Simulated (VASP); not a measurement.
# Si4B (P-43m) in VASP: single point with PBE

Aim: the single point of Si4B with PBE.

Program: VASP 6.6.1. These are calculated values, not measurements. Logs are shortened: lines on timing, memory, paths and dates and some standing lists are left out, and cuts for length are marked.

## Step 1: The cell of the first run

Symmetry: P-43m, No. 215, cubic system. Conventional cell: a = 4.129 Å, b = 4.129 Å, c = 4.129 Å, α = 90.00°, β = 90.00°, γ = 90.00°. Si (site symmetry 3m) has 1 B at 2.03 Å and 3 Si at 2.53 Å within 2.7 Å. Within 2.7 Å of B (site symmetry -43m) lie 4 Si at 2.03 Å.

## Step 2: Single point, PBE

Input file INCAR:

```
  PREC = Accurate
  ENCUT = 500
  EDIFF = 1E-6
  ISMEAR = 0
  SIGMA = 0.2
  LREAL = False
  LASPH = True
  NELM = 120
  ALGO = Normal
  ISIF = 2
  LWAVE = False
  LCHARG = False
  GGA = PE
  NBANDS = 18
  GGA_COMPAT = False
```

Input file KPOINTS:

```
regular mesh
0
Gamma
  4 4 4
```

Input file POSCAR:

```
Si4B
1.0
    4.1294000586      0.0000000000      0.0000000000
    0.0000000000      4.1294000586      0.0000000000
    0.0000000000      0.0000000000      4.1294000586
Si B
4 1
Direct
    0.7168505242      0.2831494758      0.7168505242
    0.2831494758      0.7168505242      0.7168505242
    0.7168505242      0.7168505242      0.2831494758
    0.2831494758      0.2831494758      0.2831494758
    0.0000000000      0.0000000000      0.0000000000
```

Potentials or basis: VASP PAW PBE potentials, release 64 (Si, B).

Launch:

```sh
$ cat potpaw_PBE.64/Si/POTCAR potpaw_PBE.64/B/POTCAR > POTCAR
$ mpirun -np 1 vasp_std > vasp.out
```

OUTCAR:

```text
PREC = Accurate
   ENCUT = 500
   EDIFF = 1E-6
   ISMEAR = 0
   LREAL = False
   LASPH = True
   NELM = 120
   ISIF = 2
   GGA = PE

 ion  position               nearest neighbor table
   1  0.717  0.283  0.717-   5 2.03   3 2.53   4 2.53   2 2.53   2 2.95   4 2.95   3 2.95   4 2.95
                             2 2.95   3 2.95
   2  0.283  0.717  0.717-   5 2.03   3 2.53   4 2.53   1 2.53   1 2.95   4 2.95   3 2.95   4 2.95
                             1 2.95   3 2.95
   3  0.717  0.717  0.283-   5 2.03   2 2.53   4 2.53   1 2.53   2 2.95   4 2.95   1 2.95   4 2.95
                             1 2.95   2 2.95
   4  0.283  0.283  0.283-   5 2.03   2 2.53   3 2.53   1 2.53   1 2.95   2 2.95   2 2.95   3 2.95
                             1 2.95   3 2.95
   5  0.000  0.000  0.000-   1 2.03   2 2.03   3 2.03   4 2.03

  LATTYP: Found a simple cubic cell.
 ALAT       =     4.1294000586

  Lattice vectors:

 A1 = (   4.1294000586,   0.0000000000,   0.0000000000)
 A2 = (   0.0000000000,   4.1294000586,   0.0000000000)
 A3 = (   0.0000000000,   0.0000000000,   4.1294000586)

Analysis of symmetry for initial positions (statically):
=====================================================================
 Subroutine PRICEL returns:
 Original cell was already a primitive cell.

 Routine SETGRP: Setting up the symmetry group for a
 simple cubic supercell.

 Subroutine GETGRP returns: Found 24 space group operations
 (whereof 24 operations were pure point group operations)
 out of a pool of 48 trial point group operations.

The static configuration has the point symmetry T_d .

Analysis of symmetry for dynamics (positions and initial velocities):
=====================================================================
 Subroutine PRICEL returns:
 Original cell was already a primitive cell.

 Routine SETGRP: Setting up the symmetry group for a
 simple cubic supercell.

 Subroutine GETGRP returns: Found 24 space group operations
 (whereof 24 operations were pure point group operations)
 out of a pool of 48 trial point group operations.

The dynamic configuration has the point symmetry T_d .

 Subroutine INISYM returns: Found 24 space group operations
 (whereof 24 operations are pure point group operations),
 and found     1 'primitive' translations

----------------------------------------------------------------------------------------

                                     Primitive cell

  volume of cell :      70.4143

  direct lattice vectors                    reciprocal lattice vectors
     4.129400059  0.000000000  0.000000000     0.242165929  0.000000000  0.000000000
     0.000000000  4.129400059  0.000000000     0.000000000  0.242165929  0.000000000
     0.000000000  0.000000000  4.129400059     0.000000000  0.000000000  0.242165929

  length of vectors
     4.129400059  4.129400059  4.129400059     0.242165929  0.242165929  0.242165929

  position of ions in fractional coordinates (direct lattice)
     0.716850524  0.283149476  0.716850524
     0.283149476  0.716850524  0.716850524
     0.716850524  0.716850524  0.283149476
     0.283149476  0.283149476  0.283149476
     0.000000000  0.000000000  0.000000000

  ion indices of the primitive-cell ions
   primitive index   ion index
                 1           1
                 2           2
                 3           3
                 4           4
                 5           5

----------------------------------------------------------------------------------------

 KPOINTS: regular mesh

Automatic generation of k-mesh.
 Grid dimensions read from file:
 generate k-points for:    4    4    4

 Generating k-lattice:

  Cartesian coordinates                     Fractional coordinates (reciprocal lattice)
     0.060541482  0.000000000  0.000000000     0.250000000  0.000000000  0.000000000
     0.000000000  0.060541482  0.000000000     0.000000000  0.250000000  0.000000000
     0.000000000  0.000000000  0.060541482     0.000000000  0.000000000  0.250000000

  Length of vectors
     0.060541482  0.060541482  0.060541482

  Shift w.r.t. Gamma in fractional coordinates (k-lattice)
     0.000000000  0.000000000  0.000000000

 Subroutine IBZKPT returns following result:
 ===========================================

 Found     10 irreducible k-points:

 Following reciprocal coordinates:
            Coordinates               Weight
  0.000000  0.000000  0.000000      1.000000
  0.250000  0.000000  0.000000      6.000000
  0.500000  0.000000  0.000000      3.000000
  0.250000  0.250000  0.000000     12.000000
  0.500000  0.250000  0.000000     12.000000
  0.500000  0.500000  0.000000      3.000000
  0.250000  0.250000  0.250000      8.000000
  0.500000  0.250000  0.250000     12.000000
  0.500000  0.500000  0.250000      6.000000
  0.500000  0.500000  0.500000      1.000000
   k-points           NKPTS =     10   k-points in BZ     NKDIM =     10   number of bands    NBANDS=     18
   number of dos      NEDOS =    301   number of ions     NIONS =      5
   total plane-waves  NPLWV =  27000
   dimension x,y,z NGX =    30 NGY =   30 NGZ =   30
   dimension x,y,z NGXF=    60 NGYF=   60 NGZF=   60
   ions per type =               4   1
   NGX,Y,Z   is equivalent  to a cutoff of  12.08, 12.08, 12.08 a.u.
   NGXF,Y,Z  is equivalent  to a cutoff of  24.16, 24.16, 24.16 a.u.
 SYSTEM =  unknown system
   PREC   = accura    normal or accurate (medium, high low for compatibility)
   ISTART =      0    job   : 0-new  1-cont  2-samecut
   ICHARG =      2    charge: 1-file 2-atom 10-const
   ISPIN  =      1    spin polarized calculation?
   LNONCOLLINEAR =      F non collinear calculations
   LSORBIT =      F    spin-orbit coupling
   LASPH  =      T    aspherical Exc in radial PAW
   ENCUT  =  500.0 eV  36.75 Ry    6.06 a.u.   7.53  7.53  7.53*2*pi/ulx,y,z
   NELM   =    120;   NELMIN=  2; NELMDL= -5     # of ELM steps
   EDIFF  = 0.1E-05   stopping-criterion for ELM
   LREAL  =      F    real-space projection
   EDIFFG = 0.1E-04   stopping-criterion for IOM
   NSW    =      0    number of steps for IOM
   IBRION =     -1    ionic relax: 0-MD 1-quasi-New 2-CG
   NFREE  =      0    steps in history (QN), initial steepest desc. (CG)
   ISIF   =      2    stress and relaxation
   ISYM   =      2    0-nonsym 1-usesym 2-fastsym
   POTIM  = 0.5000    time-step for ionic-motion
   TEBEG  =    0.0;   TEEND  =   0.0 temperature during run
   PSTRESS=    0.0 pullay stress
   NELECT =      19.0000    total number of electrons
   NUPDOWN=      -1.0000    fix difference up-down
   EMIN   =  10.00;   EMAX   =-10.00  energy-range for DOS
   EFERMI =   0.00;   METHOD = LEGACY
   ISMEAR =     0;   SIGMA  =   0.20  broadening in eV -4-tet -1-fermi 0-gaus
   EFERMI_NEDOS =   21; number of points for ismear=-14 and -15
   IALGO  =     38    algorithm
   IMIX   =      4    mixing-type and parameters
     AMIX     =   0.40;   BMIX     =  1.00
     AMIX_MAG =   1.60;   BMIX_MAG =  1.00
  volume/ion in A,a.u.               =      14.08        95.04
  Fermi-wavevector in a.u.,A,eV,Ry     =   1.057886  1.999116 15.226604  1.119124
  Thomas-Fermi vector in A             =   2.193176
   LORBIT       =      0    0 simple, 1 ext, 2 COOP (PROOUT), +10 PAW based schemes
   GGA     = PE    functional components
   LHFCALC =     F    Hartree Fock is set to
   AEXX    =    0.0000 exact exchange contribution
   IVDW    =     0    specifies the selected vdW correction
   LEPSILON=     F    determine dielectric tensor
   LRPA    =     F    only Hartree local field effects (RPA)
 non-spin polarized calculation
 Gauss-broadening in eV      SIGMA  =   0.20
  energy-cutoff  :      500.00
  volume of cell :       70.41
 maximum number of plane-waves:      1803
   NGX = 15   NGY = 15   NGZ = 15

 number of electron      18.9999996 magnetization

 Free energy of the ion-electron system (eV)
  ---------------------------------------------------
  ext. energy  EPLUGINS =         0.00000000
  ---------------------------------------------------
  free energy    TOTEN  =       -24.88570002 eV

  energy without entropy =      -24.81195012  energy(sigma->0) =      -24.84882507

 E-fermi :   8.7888     XC(G=0): -10.8684

 val. band max:        8.7500345411   @ k =   0.2500   0.0000   0.0000
 cond. band min:       8.8737689425   @ k =   0.5000   0.2500   0.2500
 fundamental gap:      0.1237344014
 Fermi energy:         8.7887573958

 k-point     1 :       0.0000    0.0000    0.0000
  band No.  band energies     occupation
      1      -5.2788      2.00000
      2       1.0229      2.00000
      3       2.6909      2.00000
      4       2.6909      2.00000
      5       2.6909      2.00000
      6       3.9748      2.00000
[... 10 lines left out ...]
     17      13.5228      0.00000
     18      13.5228      0.00000

 k-point     2 :       0.2500    0.0000    0.0000
  band No.  band energies     occupation
      1      -4.7751      2.00000
      2      -0.8529      2.00000
      3       2.4752      2.00000
      4       3.0790      2.00000
      5       3.0790      2.00000
      6       4.4317      2.00000
[... 10 lines left out ...]
     17      14.1033      0.00000
     18      14.6281      0.00000

 k-point     3 :       0.5000    0.0000    0.0000
  band No.  band energies     occupation
      1      -3.4955      2.00000
      2      -3.0124      2.00000
      3       3.6914      2.00000
      4       3.6920      2.00000
      5       3.6920      2.00000
      6       3.8214      2.00000
[... 10 lines left out ...]
     17      13.3346      0.00000
     18      14.4326      0.00000

 k-point     4 :       0.2500    0.2500    0.0000
  band No.  band energies     occupation
      1      -4.2751      2.00000
      2      -0.7801      2.00000
      3       0.2846      2.00000
      4       2.9786      2.00000
      5       3.7817      2.00000
      6       4.3145      2.00000
[... 81 lines left out ...]
      4       1.6991      2.00000
      5       1.8684      2.00000
      6       3.0011      2.00000
[... 10 lines left out ...]
     17      15.0622      0.00000
     18      15.9054      0.00000

 k-point     9 :       0.5000    0.5000    0.2500
  band No.  band energies     occupation
      1      -1.6065      2.00000
      2      -0.9920      2.00000
      3      -0.2450      2.00000
      4      -0.2450      2.00000
      5       2.7904      2.00000
      6       3.4617      2.00000
[... 10 lines left out ...]
     17      15.5574      0.00000
     18      16.4577      0.00000

 k-point    10 :       0.5000    0.5000    0.5000
  band No.  band energies     occupation
      1      -0.9837      2.00000
      2       0.0512      2.00000
      3       0.7264      2.00000
      4       0.7264      2.00000
      5       0.7264      2.00000
      6       2.0329      2.00000
[... 10 lines left out ...]
     17      15.7261      0.00000
     18      15.7261      0.00000

------------------------ aborting loop because EDIFF is reached ----------------------------------------

  FORCE on cell =-STRESS in cart. coord.  units (eV):
  Direction    XX          YY          ZZ          XY          YZ          ZX
  --------------------------------------------------------------------------------------
  -------------------------------------------------------------------------------------
  Total        0.1834144      0.1834144      0.1834144      0.0000000      0.0000000      0.0000000
  in kB        4.1733334      4.1733334      4.1733334      0.0000000      0.0000000      0.0000000
  external PRESSURE =       4.1733334 kB  Pullay stress =       0.0000000 kB

 VOLUME and BASIS-vectors are now :
 -----------------------------------------------------------------------------
  energy-cutoff  :      500.00
  volume of cell :       70.41
      direct lattice vectors                 reciprocal lattice vectors
     4.129400059  0.000000000  0.000000000     0.242165929  0.000000000  0.000000000
     0.000000000  4.129400059  0.000000000     0.000000000  0.242165929  0.000000000
     0.000000000  0.000000000  4.129400059     0.000000000  0.000000000  0.242165929

 POSITION                                       TOTAL-FORCE (eV/Angst)
 -----------------------------------------------------------------------------------
      2.96016      1.16924      2.96016         0.012344     -0.012344      0.012344
      1.16924      2.96016      2.96016        -0.012344      0.012344      0.012344
      2.96016      2.96016      1.16924         0.012344      0.012344     -0.012344
      1.16924      1.16924      1.16924        -0.012344     -0.012344     -0.012344
      0.00000      0.00000      0.00000        -0.000000      0.000000      0.000000
 -----------------------------------------------------------------------------------
    total drift:                               -0.000000     -0.000000      0.000000

  FREE ENERGIE OF THE ION-ELECTRON SYSTEM (eV)
  ---------------------------------------------------
  free  energy   TOTEN  =       -24.8857000249 eV

  energy  without entropy=      -24.8119501217  energy(sigma->0) =      -24.84882507
```

Run time: 20 s. Hardware: 1 thread of Intel Xeon 8259CL, shared host; peak memory 0.16 GiB.

What came out:

```
Free energy   : -24.8857 eV
Pressure      : 0.4 GPa
Largest force : 0.021 eV/Å
```

Forces on the atoms (eV/Å):
```
Si   0.012 -0.012  0.012
Si  -0.012  0.012  0.012
Si   0.012  0.012 -0.012
Si  -0.012 -0.012 -0.012
B    0.000  0.000  0.000
```

Levels at points of the mesh, in eV from the Fermi level:
```
           k point  band 8  band 9  band 10  band 11  band 12  band 13
(0.00, 0.00, 0.00)   -0.65   -0.65    -0.65     1.17     2.64     2.64
(0.50, 0.00, 0.00)   -2.79   -2.79    -1.89     1.72     2.75     2.75
(0.50, 0.50, 0.00)   -2.29   -2.10    -1.41    -0.45    -0.45     3.89
(0.50, 0.50, 0.50)   -6.76    3.46     3.46     3.46     5.65     5.65
```

Caveat: the k points lie up to 0.38 Å⁻¹ apart.
